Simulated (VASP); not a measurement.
Input of a VASP 6.6.1 run:

File INCAR:

```
ALGO = Normal ; EDIFF = 1E-8
ENCUT = 520 ; GGA = PS
ISIF = 2 ; ISMEAR = -1
LASPH = True ; LCHARG = False
LEFG = True ; LREAL = False
LWAVE = False ; NBANDS = 36
NELM = 60 ; PREC = Accurate
SIGMA = 0.05
```

The input KPOINTS:

```
k-points
0
Gamma
  11 11 6
```

The input POSCAR:

```
Ge
1.0
    4.0501916896      0.0000000000      0.0000000000
   -2.0250958448      3.5075688934      0.0000000000
    0.0000000000      0.0000000000      6.6862218294
Ge
4
Direct
    0.6666666667      0.3333333333      0.0629012500
    0.3333333333      0.6666666667      0.5629012500
    0.6666666667      0.3333333333      0.4370987500
    0.3333333333      0.6666666667      0.9370987500
```

Potentials or basis: VASP PAW PBE potentials, release 64 (Ge_d).

Launch:

```bash
$ cat potpaw_PBE.64/Ge_d/POTCAR > POTCAR
$ mpirun -np 1 vasp_std > vasp.out
```

Q: What does it give for the pressure?

A: -2.5 GPa.

Q: Estimate the band gap on the k mesh.

A: Zero (filled and empty bands touch).

Electric field gradients, principal values (V/Å²):
```tsv
atom	least	middle	greatest (by size)
1 Ge	-3.531	-3.544	7.075
2 Ge	-3.531	-3.544	7.075
3 Ge	-3.531	-3.544	7.075
4 Ge	-3.531	-3.544	7.075
```

Caveat: without QUAD_EFG the Cq values of the log hold for a quadrupole moment of 1 mb, not for the nuclei; the PAW data sets were made with another functional, which shifts forces and pressure a little.
